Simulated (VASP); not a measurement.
Wanted: the native input for a VASP 6.6.1 run.

```
Task                   : single point
Functional             : PBE
Potentials or basis    : VASP PAW PBE potentials, release 64 (Ba_sv, Ti_sv, O)
Cutoff                 : 520 eV
k mesh                 : 6 × 6 × 6
Occupations            : gaussian, width 0.01 eV
Spin                   : no spin polarisation
Dipole correction      : no
Further INCAR settings : ALGO = Normal; EDIFF = 1e-06; NBANDS = 28
```

The structure of BaTiO3 lies in POSCAR:

```
BaTiO3
1.0
    2.8631887869      1.6530628169      2.3565004758
   -2.8631887869      1.6530628169      2.3565004758
    0.0000000000     -3.3061256338      2.3565004757
Ba Ti O
1 1 3
Direct
   -0.0054008912     -0.0054008912     -0.0054008912
    0.4803547845      0.4803547845      0.4803547845
    0.5112004268      0.5112004268      0.0218452530
    0.0218452530      0.5112004268      0.5112004268
    0.5112004268      0.0218452530      0.5112004268
```

These files were run (other wordings do the same):

INCAR

```
ALGO = Normal
EDIFF = 1E-6
ENCUT = 520
GGA = PE
ISIF = 2
ISMEAR = 0
LASPH = True
LCHARG = True
LELF = True
LREAL = False
LVHAR = True
LWAVE = False
NBANDS = 28
NELM = 60
PREC = Accurate
SIGMA = 0.01
```

KPOINTS

```
k-points
0
Gamma
  6 6 6
```

Potentials or basis: VASP PAW PBE potentials, release 64 (Ba_sv, Ti_sv, O).

Launch:

```console
$ cat potpaw_PBE.64/Ba_sv/POTCAR potpaw_PBE.64/Ti_sv/POTCAR potpaw_PBE.64/O/POTCAR > POTCAR
$ mpirun -np 1 vasp_std > vasp.out
```

Results of the run:

```yaml
Pressure: 1.6 GPa
Largest_force: 0.090 eV/Å
Band_gap_on_the_k_mesh: 2.59 eV, indirect (least direct gap 3.13 eV)
```

Caveat: spin-orbit coupling is left out, which moves the levels of the heavy elements.

Run time: 33 s on 1 thread of Intel(R) Xeon(R) 6975P-C (Granite Rapids) (shared host), peak memory 0.2 GiB.
